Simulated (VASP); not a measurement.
# SrTiO3 (Pm-3m) in VASP: further runs, part 2 of 2

VASP 6.6.1. The steps go on from the part before.

## (3) G0W0 quasiparticle levels, PBE

Contents of POSCAR:

```
SrTiO3
1.0
    3.9050000000      0.0000000000      0.0000000000
    0.0000000000      3.9050000000      0.0000000000
    0.0000000000      0.0000000000      3.9050000000
Sr Ti O
1 1 3
Direct
    0.0000000000      0.0000000000      0.0000000000
    0.5000000000      0.5000000000      0.5000000000
    0.5000000000      0.5000000000      0.0000000000
    0.5000000000      0.0000000000      0.5000000000
    0.0000000000      0.5000000000      0.5000000000
```

Contents of INCAR.step1:

```
SYSTEM = SrTiO3
ALGO = Normal
EDIFF = 1E-8
ENCUT = 500
GGA = PE
ISMEAR = 0
LASPH = .True.
LCHARG = .False.
LREAL = .False.
LWAVE = .True.
NELM = 80
PREC = Accurate
SIGMA = 0.01
```

Contents of INCAR.step2:

```
SYSTEM = SrTiO3
ALGO = Exact
EDIFF = 1E-8
ENCUT = 500
GGA = PE
ISMEAR = 0
ISTART = 1
LASPH = .True.
LCHARG = .False.
LOPTICS = .True.
LREAL = .False.
LWAVE = .True.
NBANDS = 300
NELM = 1
PREC = Accurate
SIGMA = 0.01
```

Contents of INCAR.step3:

```
SYSTEM = SrTiO3
ALGO = EVGW0
EDIFF = 1E-8
ENCUT = 500
ENCUTGW = 113.3
GGA = PE
ISMEAR = 0
ISTART = 1
LASPH = .True.
LCHARG = .False.
LREAL = .False.
LWAVE = .False.
NBANDS = 300
NBANDSGW = 28
NELMGW = 1
NOMEGA = 48
PREC = Accurate
PRECFOCK = Fast
SIGMA = 0.01
```

Contents of KPOINTS:

```
k-points
0
Gamma
  2 2 2
  0 0 0
```

Potentials or basis: VASP PAW PBE potentials, release 64 (Sr_sv_GW, Ti_sv_GW, O_GW).

On the command line:

```sh
$ cat potpaw_PBE.64/Sr_sv_GW/POTCAR potpaw_PBE.64/Ti_sv_GW/POTCAR potpaw_PBE.64/O_GW/POTCAR > POTCAR
$ cp INCAR.step1 INCAR
$ mpirun -np 1 vasp_std > vasp.out
$ cp INCAR.step2 INCAR
$ mpirun -np 1 vasp_std > vasp.out
$ cp INCAR.step3 INCAR
$ mpirun -np 1 vasp_std > vasp.out
```

OUTCAR:

```text
SYSTEM = SrTiO3
   EDIFF = 1E-8
   ENCUT = 500
   ENCUTGW = 113.3
   GGA = PE
   ISMEAR = 0
   ISTART = 1
   LASPH = .True.
   LREAL = .False.
   NELMGW = 1
   PREC = Accurate
   PRECFOCK = Fast

 ion  position               nearest neighbor table
   1  0.000  0.000  0.000-   3 2.76   4 2.76   5 2.76   4 2.76   5 2.76   3 2.76   5 2.76   5 2.76
                             3 2.76   4 2.76   4 2.76   3 2.76
   2  0.500  0.500  0.500-   3 1.95   4 1.95   5 1.95   3 1.95   4 1.95   5 1.95
   3  0.500  0.500  0.000-   2 1.95   2 1.95   1 2.76   1 2.76   1 2.76   1 2.76
   4  0.500  0.000  0.500-   2 1.95   2 1.95   1 2.76   1 2.76   1 2.76   1 2.76
   5  0.000  0.500  0.500-   2 1.95   2 1.95   1 2.76   1 2.76   1 2.76   1 2.76

  LATTYP: Found a simple cubic cell.
 ALAT       =     3.9050000000

  Lattice vectors:

 A1 = (   3.9050000000,   0.0000000000,   0.0000000000)
 A2 = (   0.0000000000,   3.9050000000,   0.0000000000)
 A3 = (   0.0000000000,   0.0000000000,   3.9050000000)

Analysis of symmetry for initial positions (statically):
=====================================================================
 Subroutine PRICEL returns:
 Original cell was already a primitive cell.

 Routine SETGRP: Setting up the symmetry group for a
 simple cubic supercell.

 Subroutine GETGRP returns: Found 48 space group operations
 (whereof 48 operations were pure point group operations)
 out of a pool of 48 trial point group operations.

The static configuration has the point symmetry O_h .

Analysis of symmetry for dynamics (positions and initial velocities):
=====================================================================
 Subroutine PRICEL returns:
 Original cell was already a primitive cell.

 Routine SETGRP: Setting up the symmetry group for a
 simple cubic supercell.

 Subroutine GETGRP returns: Found 48 space group operations
 (whereof 48 operations were pure point group operations)
 out of a pool of 48 trial point group operations.

The dynamic configuration has the point symmetry O_h .

 Subroutine INISYM returns: Found 48 space group operations
 (whereof 48 operations are pure point group operations),
 and found     1 'primitive' translations

----------------------------------------------------------------------------------------

                                     Primitive cell

  volume of cell :      59.5474

  direct lattice vectors                    reciprocal lattice vectors
     3.905000000  0.000000000  0.000000000     0.256081946  0.000000000  0.000000000
     0.000000000  3.905000000  0.000000000     0.000000000  0.256081946  0.000000000
     0.000000000  0.000000000  3.905000000     0.000000000  0.000000000  0.256081946

  length of vectors
     3.905000000  3.905000000  3.905000000     0.256081946  0.256081946  0.256081946

  position of ions in fractional coordinates (direct lattice)
     0.000000000  0.000000000  0.000000000
     0.500000000  0.500000000  0.500000000
     0.500000000  0.500000000  0.000000000
     0.500000000  0.000000000  0.500000000
     0.000000000  0.500000000  0.500000000

  ion indices of the primitive-cell ions
   primitive index   ion index
                 1           1
                 2           2
                 3           3
                 4           4
                 5           5

----------------------------------------------------------------------------------------

 KPOINTS: k-points

Automatic generation of k-mesh.
 Grid dimensions read from file:
 generate k-points for:    2    2    2

 Generating k-lattice:

  Cartesian coordinates                     Fractional coordinates (reciprocal lattice)
     0.128040973  0.000000000  0.000000000     0.500000000  0.000000000  0.000000000
     0.000000000  0.128040973  0.000000000     0.000000000  0.500000000  0.000000000
     0.000000000  0.000000000  0.128040973     0.000000000  0.000000000  0.500000000

  Length of vectors
     0.128040973  0.128040973  0.128040973

  Shift w.r.t. Gamma in fractional coordinates (k-lattice)
     0.000000000  0.000000000  0.000000000

 Subroutine IBZKPT returns following result:
 ===========================================

 Found      4 irreducible k-points:

 Following reciprocal coordinates:
            Coordinates               Weight
  0.000000  0.000000  0.000000      1.000000
  0.500000  0.000000  0.000000      3.000000
  0.500000  0.500000  0.000000      3.000000
  0.500000  0.500000  0.500000      1.000000
   k-points           NKPTS =      4   k-points in BZ     NKDIM =      8   number of bands    NBANDS=    300
   number of dos      NEDOS =    301   number of ions     NIONS =      5
   total plane-waves  NPLWV =  21952
   dimension x,y,z NGX =    28 NGY =   28 NGZ =   28
   dimension x,y,z NGXF=    56 NGYF=   56 NGZF=   56
   ions per type =               1   1   3
   NGX,Y,Z   is equivalent  to a cutoff of  11.92, 11.92, 11.92 a.u.
   NGXF,Y,Z  is equivalent  to a cutoff of  23.84, 23.84, 23.84 a.u.
 SYSTEM =  SrTiO3
   PREC   = accura    normal or accurate (medium, high low for compatibility)
   ISTART =      1    job   : 0-new  1-cont  2-samecut
   ICHARG =      0    charge: 1-file 2-atom 10-const
   ISPIN  =      1    spin polarized calculation?
   LNONCOLLINEAR =      F non collinear calculations
   LSORBIT =      F    spin-orbit coupling
   LASPH  =      T    aspherical Exc in radial PAW
   ENCUT  =  500.0 eV  36.75 Ry    6.06 a.u.   7.12  7.12  7.12*2*pi/ulx,y,z
   NELM   =     60;   NELMIN=  2; NELMDL=  0     # of ELM steps
   EDIFF  = 0.1E-07   stopping-criterion for ELM
   LREAL  =      F    real-space projection
   EDIFFG = 0.1E-06   stopping-criterion for IOM
   NSW    =      0    number of steps for IOM
   IBRION =     -1    ionic relax: 0-MD 1-quasi-New 2-CG
   NFREE  =      0    steps in history (QN), initial steepest desc. (CG)
   ISIF   =      0    stress and relaxation
   ISYM   =      3    0-nonsym 1-usesym 2-fastsym
   POTIM  = 0.5000    time-step for ionic-motion
   TEBEG  =    0.0;   TEEND  =   0.0 temperature during run
   PSTRESS=    0.0 pullay stress
   NELECT =      40.0000    total number of electrons
   NUPDOWN=      -1.0000    fix difference up-down
   EMIN   =  10.00;   EMAX   =-10.00  energy-range for DOS
   EFERMI =   0.00;   METHOD = LEGACY
   ISMEAR =     0;   SIGMA  =   0.01  broadening in eV -4-tet -1-fermi 0-gaus
   EFERMI_NEDOS =   21; number of points for ismear=-14 and -15
   IALGO  =     38    algorithm
   IMIX   =      4    mixing-type and parameters
     AMIX     =   0.40;   BMIX     =  1.00
     AMIX_MAG =   1.60;   BMIX_MAG =  1.00
  volume/ion in A,a.u.               =      11.91        80.37
  Fermi-wavevector in a.u.,A,eV,Ry     =   1.433751  2.709397 27.968714  2.055642
  Thomas-Fermi vector in A             =   2.553235
   LORBIT       =      0    0 simple, 1 ext, 2 COOP (PROOUT), +10 PAW based schemes
   GGA     = PE    functional components
   LHFCALC =     T    Hartree Fock is set to
   PRECFOCK=fast      Normal, Fast or Accurate (Low or Medium for compatibility)
   ENCUT4O =  -1.0   cutoff for four orbital integrals eV
   NKREDX  =     1    reduce k-point grid by
   NKREDY  =     1    reduce k-point grid by
   NKREDZ  =     1    reduce k-point grid by
   AEXX    =    1.0000 exact exchange contribution
   HFSCREEN=    0.0000 screening length (either q_TF or 0.3 A-1)
   HFSCREENC=   0.0000 screening length for correlation (either q_TF or 0.3 A-1)
   ENCUTFOCK=  -1.0 apply spherical cutoff to Coloumb kernel
   IVDW    =     0    specifies the selected vdW correction
   LEPSILON=     F    determine dielectric tensor
   LRPA    =     F    only Hartree local field effects (RPA)
   LRPAFORCE           =     F    calculate RPA forces
   ENCUTGW             = 113.3    cutoff for response function in eV
   ENCUTGWSOFT         =  90.6    soft cutoff for Coulomb kernel in GW response function in eV
   ENCUTLF             =  -1.0    cutoff for local field effects
   NELMGW              =     1    number of iterations in solving QP/BSE equation
   NELMHF              =     1    number of iterations in the inner HF iteration
   NKREDLFX            =     1    NKREDLFY  =   1   NKREDLFZ  =   1
 non-spin polarized calculation
 Gauss-broadening in eV      SIGMA  =   0.01
  energy-cutoff  :      500.00
  volume of cell :       59.55
 maximum number of plane-waves:      1516
  NGX = 16; NGY = 16; NGZ = 16
   NGX = 15   NGY = 15   NGZ = 15
 maximum number of plane-waves:       174
 NGX is ok and might be reduce to    14

 QP shifts <psi_nk| G(iteration)W_0 |psi_nk>: iteration 1
 for sc-GW calculations column KS-energies equals QP-energies in previous step
 and V_xc(KS)=  KS-energies - (<T + V_ion + V_H > + <T+V_H+V_ion>^1  + <V_x>^1)

 k-point   1 :       0.0000    0.0000    0.0000
  band No.  KS-energies  QP-energies   sigma(KS)   V_xc(KS)     V^pw_x(r,r')   Z            occupation Imag(sigma)

      1     -51.7929     -53.2004     -27.3409     -24.9577     -41.6904       0.5906       2.0000       1.7223
      2     -28.0258     -28.9194     -25.4955     -24.1158     -34.6619       0.6477       2.0000       1.0742
      3     -28.0258     -28.9194     -25.4955     -24.1158     -34.6619       0.6477       2.0000       1.0742
      4     -28.0258     -28.9194     -25.4955     -24.1158     -34.6619       0.6477       2.0000       1.0742
      5     -27.6772     -28.9785     -19.4428     -17.4464     -28.9783       0.6519       2.0000       1.3701
      6     -12.3173     -13.5835     -20.9582     -19.0472     -30.6682       0.6626       2.0000       1.5314
[... 20 lines left out ...]
     27      10.4796      10.9302     -10.0393     -10.5981      -5.2764       0.8064       0.0000      -0.2907
     28      11.2770      11.5948     -10.9709     -11.3684      -6.0964       0.7996       0.0000      -0.3019
[... 68 lines left out ...]
      1     -51.7889     -53.2151     -27.3329     -24.9625     -41.6934       0.6017       2.0000       1.7126
      2     -28.0861     -28.9428     -25.3610     -24.0379     -34.6009       0.6475       2.0000       1.1074
      3     -28.0861     -28.9428     -25.3610     -24.0379     -34.6009       0.6475       2.0000       1.1074
      4     -28.0861     -28.9428     -25.3610     -24.0379     -34.6009       0.6475       2.0000       1.1074
      5     -27.6160     -28.9257     -19.4931     -17.5056     -29.0068       0.6590       2.0000       1.3525
      6     -10.9726     -12.3228     -22.1767     -20.1876     -31.3808       0.6788       2.0000       1.3025
[... 20 lines left out ...]
     27      13.2133      14.7412     -21.5006     -23.7235     -14.3809       0.6874       0.0000      -0.7548
     28      13.2133      14.7412     -21.5006     -23.7235     -14.3809       0.6874       0.0000      -0.7548
```

Wall time 4 min (1 thread of Intel Xeon 8259CL, shared host); peak memory 0.46 GiB.

What came out:

- Band gap on the k mesh, mean-field level: 1.49 eV, indirect (least direct gap 1.85 eV)
- Quasiparticle gap: 2.95 eV
- Least direct quasiparticle gap: 3.38 eV

Caveat: the k points lie up to 0.80 Å⁻¹ apart; bands, screening cutoff and mesh are small and nothing is extrapolated, so the quasiparticle values aren't converged. A k mesh can miss the band edges.

## (4) G0W0 quasiparticle levels, PBE

POSCAR is that of step 3.

Contents of INCAR.step1:

```
SYSTEM = SrTiO3
PREC = Accurate ; ENCUT = 500
EDIFF = 1E-8 ; ISMEAR = 0
SIGMA = 0.01 ; LREAL = .FALSE.
LASPH = .TRUE. ; NELM = 100
ALGO = Normal ; LWAVE = .TRUE.
LCHARG = .FALSE. ; GGA = PE
```

Contents of INCAR.step2:

```
SYSTEM = SrTiO3
PREC = Accurate ; ENCUT = 500
EDIFF = 1E-8 ; ISMEAR = 0
SIGMA = 0.01 ; LREAL = .FALSE.
LASPH = .TRUE. ; NELM = 1
ALGO = Exact ; LWAVE = .TRUE.
LCHARG = .FALSE. ; GGA = PE
NBANDS = 600 ; LOPTICS = .TRUE.
ISTART = 1
```

Contents of INCAR.step3:

```
SYSTEM = SrTiO3
PREC = Accurate ; ENCUT = 500
EDIFF = 1E-8 ; ISMEAR = 0
SIGMA = 0.01 ; LREAL = .FALSE.
LASPH = .TRUE. ; ALGO = EVGW0
LWAVE = .FALSE. ; LCHARG = .FALSE.
GGA = PE ; NELMGW = 1
NBANDS = 600 ; ENCUTGW = 180.0
NOMEGA = 48 ; PRECFOCK = Fast
ISTART = 1 ; NBANDSGW = 28
```

Contents of KPOINTS:

```
regular mesh
0
G
  2 2 2
  0 0 0
```

Potentials or basis: VASP PAW PBE potentials, release 64 (Sr_sv_GW, Ti_sv_GW, O_GW).

On the command line:

```sh
$ cat potpaw_PBE.64/Sr_sv_GW/POTCAR potpaw_PBE.64/Ti_sv_GW/POTCAR potpaw_PBE.64/O_GW/POTCAR > POTCAR
$ cp INCAR.step1 INCAR
$ mpirun -np 1 vasp_std > vasp.out
$ cp INCAR.step2 INCAR
$ mpirun -np 1 vasp_std > vasp.out
$ cp INCAR.step3 INCAR
$ mpirun -np 1 vasp_std > vasp.out
```

OUTCAR:

```text
SYSTEM = SrTiO3
   PREC = Accurate
   ENCUT = 500
   EDIFF = 1E-8
   ISMEAR = 0
   LREAL = .FALSE.
   LASPH = .TRUE.
   GGA = PE
   NELMGW = 1
   ENCUTGW = 180.0
   PRECFOCK = Fast
   ISTART = 1

 ion  position               nearest neighbor table
   1  0.000  0.000  0.000-   3 2.76   4 2.76   5 2.76   4 2.76   5 2.76   3 2.76   5 2.76   5 2.76
                             3 2.76   4 2.76   4 2.76   3 2.76
   2  0.500  0.500  0.500-   3 1.95   4 1.95   5 1.95   3 1.95   4 1.95   5 1.95
   3  0.500  0.500  0.000-   2 1.95   2 1.95   1 2.76   1 2.76   1 2.76   1 2.76
   4  0.500  0.000  0.500-   2 1.95   2 1.95   1 2.76   1 2.76   1 2.76   1 2.76
   5  0.000  0.500  0.500-   2 1.95   2 1.95   1 2.76   1 2.76   1 2.76   1 2.76

  LATTYP: Found a simple cubic cell.
 ALAT       =     3.9050000000

  Lattice vectors:

 A1 = (   3.9050000000,   0.0000000000,   0.0000000000)
 A2 = (   0.0000000000,   3.9050000000,   0.0000000000)
 A3 = (   0.0000000000,   0.0000000000,   3.9050000000)

Analysis of symmetry for initial positions (statically):
=====================================================================
 Subroutine PRICEL returns:
 Original cell was already a primitive cell.

 Routine SETGRP: Setting up the symmetry group for a
 simple cubic supercell.

 Subroutine GETGRP returns: Found 48 space group operations
 (whereof 48 operations were pure point group operations)
 out of a pool of 48 trial point group operations.

The static configuration has the point symmetry O_h .

Analysis of symmetry for dynamics (positions and initial velocities):
=====================================================================
 Subroutine PRICEL returns:
 Original cell was already a primitive cell.

 Routine SETGRP: Setting up the symmetry group for a
 simple cubic supercell.

 Subroutine GETGRP returns: Found 48 space group operations
[... 76 lines left out ...]
   NGX,Y,Z   is equivalent  to a cutoff of  11.92, 11.92, 11.92 a.u.
   NGXF,Y,Z  is equivalent  to a cutoff of  23.84, 23.84, 23.84 a.u.
 SYSTEM =  SrTiO3
   PREC   = accura    normal or accurate (medium, high low for compatibility)
   ISTART =      1    job   : 0-new  1-cont  2-samecut
   ICHARG =      0    charge: 1-file 2-atom 10-const
   ISPIN  =      1    spin polarized calculation?
   LNONCOLLINEAR =      F non collinear calculations
   LSORBIT =      F    spin-orbit coupling
   LASPH  =      T    aspherical Exc in radial PAW
   ENCUT  =  500.0 eV  36.75 Ry    6.06 a.u.   7.12  7.12  7.12*2*pi/ulx,y,z
   NELM   =     60;   NELMIN=  2; NELMDL=  0     # of ELM steps
   EDIFF  = 0.1E-07   stopping-criterion for ELM
   LREAL  =      F    real-space projection
   EDIFFG = 0.1E-06   stopping-criterion for IOM
   NSW    =      0    number of steps for IOM
   IBRION =     -1    ionic relax: 0-MD 1-quasi-New 2-CG
   NFREE  =      0    steps in history (QN), initial steepest desc. (CG)
   ISIF   =      0    stress and relaxation
   ISYM   =      3    0-nonsym 1-usesym 2-fastsym
   POTIM  = 0.5000    time-step for ionic-motion
   TEBEG  =    0.0;   TEEND  =   0.0 temperature during run
   PSTRESS=    0.0 pullay stress
   NELECT =      40.0000    total number of electrons
   NUPDOWN=      -1.0000    fix difference up-down
   EMIN   =  10.00;   EMAX   =-10.00  energy-range for DOS
   EFERMI =   0.00;   METHOD = LEGACY
   ISMEAR =     0;   SIGMA  =   0.01  broadening in eV -4-tet -1-fermi 0-gaus
   EFERMI_NEDOS =   21; number of points for ismear=-14 and -15
   IALGO  =     38    algorithm
   IMIX   =      4    mixing-type and parameters
     AMIX     =   0.40;   BMIX     =  1.00
     AMIX_MAG =   1.60;   BMIX_MAG =  1.00
  volume/ion in A,a.u.               =      11.91        80.37
  Fermi-wavevector in a.u.,A,eV,Ry     =   1.433751  2.709397 27.968714  2.055642
  Thomas-Fermi vector in A             =   2.553235
   LORBIT       =      0    0 simple, 1 ext, 2 COOP (PROOUT), +10 PAW based schemes
   GGA     = PE    functional components
   LHFCALC =     T    Hartree Fock is set to
   PRECFOCK=fast      Normal, Fast or Accurate (Low or Medium for compatibility)
   ENCUT4O =  -1.0   cutoff for four orbital integrals eV
   NKREDX  =     1    reduce k-point grid by
   NKREDY  =     1    reduce k-point grid by
   NKREDZ  =     1    reduce k-point grid by
   AEXX    =    1.0000 exact exchange contribution
   HFSCREEN=    0.0000 screening length (either q_TF or 0.3 A-1)
   HFSCREENC=   0.0000 screening length for correlation (either q_TF or 0.3 A-1)
   ENCUTFOCK=  -1.0 apply spherical cutoff to Coloumb kernel
   IVDW    =     0    specifies the selected vdW correction
   LEPSILON=     F    determine dielectric tensor
   LRPA    =     F    only Hartree local field effects (RPA)
   LRPAFORCE           =     F    calculate RPA forces
   ENCUTGW             = 180.0    cutoff for response function in eV
   ENCUTGWSOFT         = 144.0    soft cutoff for Coulomb kernel in GW response function in eV
   ENCUTLF             =  -1.0    cutoff for local field effects
   NELMGW              =     1    number of iterations in solving QP/BSE equation
   NELMHF              =     1    number of iterations in the inner HF iteration
   NKREDLFX            =     1    NKREDLFY  =   1   NKREDLFZ  =   1
 non-spin polarized calculation
 Gauss-broadening in eV      SIGMA  =   0.01
  energy-cutoff  :      500.00
  volume of cell :       59.55
 maximum number of plane-waves:      1516
  NGX = 16; NGY = 16; NGZ = 16
   NGX = 15   NGY = 15   NGZ = 15
 maximum number of plane-waves:       341

 QP shifts <psi_nk| G(iteration)W_0 |psi_nk>: iteration 1
 for sc-GW calculations column KS-energies equals QP-energies in previous step
 and V_xc(KS)=  KS-energies - (<T + V_ion + V_H > + <T+V_H+V_ion>^1  + <V_x>^1)

 k-point   1 :       0.0000    0.0000    0.0000
  band No.  KS-energies  QP-energies   sigma(KS)   V_xc(KS)     V^pw_x(r,r')   Z            occupation Imag(sigma)

      1     -51.7929     -52.6615     -26.4525     -24.9577     -41.6904       0.5811       2.0000       1.9143
      2     -28.0258     -28.9739     -25.5874     -24.1158     -34.6619       0.6442       2.0000       1.0906
      3     -28.0258     -28.9739     -25.5874     -24.1158     -34.6619       0.6442       2.0000       1.0906
      4     -28.0258     -28.9739     -25.5874     -24.1158     -34.6619       0.6442       2.0000       1.0906
      5     -27.6772     -29.2909     -19.9226     -17.4464     -28.9783       0.6517       2.0000       1.3655
      6     -12.3173     -13.6667     -21.1010     -19.0472     -30.6682       0.6571       2.0000       1.5987
[... 116 lines left out ...]
     27      13.2133      14.4936     -21.8567     -23.7235     -14.3809       0.6859       0.0000      -0.7164
     28      13.2133      14.4936     -21.8567     -23.7235     -14.3809       0.6859       0.0000      -0.7164
```

Run time: 10 min. Hardware: 1 thread of AMD EPYC 7R13, shared host; peak memory 0.46 GiB.

Results:

- Band gap on the k mesh, mean-field level: 1.49 eV, indirect (least direct gap 1.85 eV)
- Quasiparticle gap: 2.99 eV
- Least direct quasiparticle gap: 3.43 eV

Caveat: the k points lie up to 0.80 Å⁻¹ apart; bands, screening cutoff and mesh are small and nothing is extrapolated, so the quasiparticle values aren't converged. A k mesh can miss the band edges.
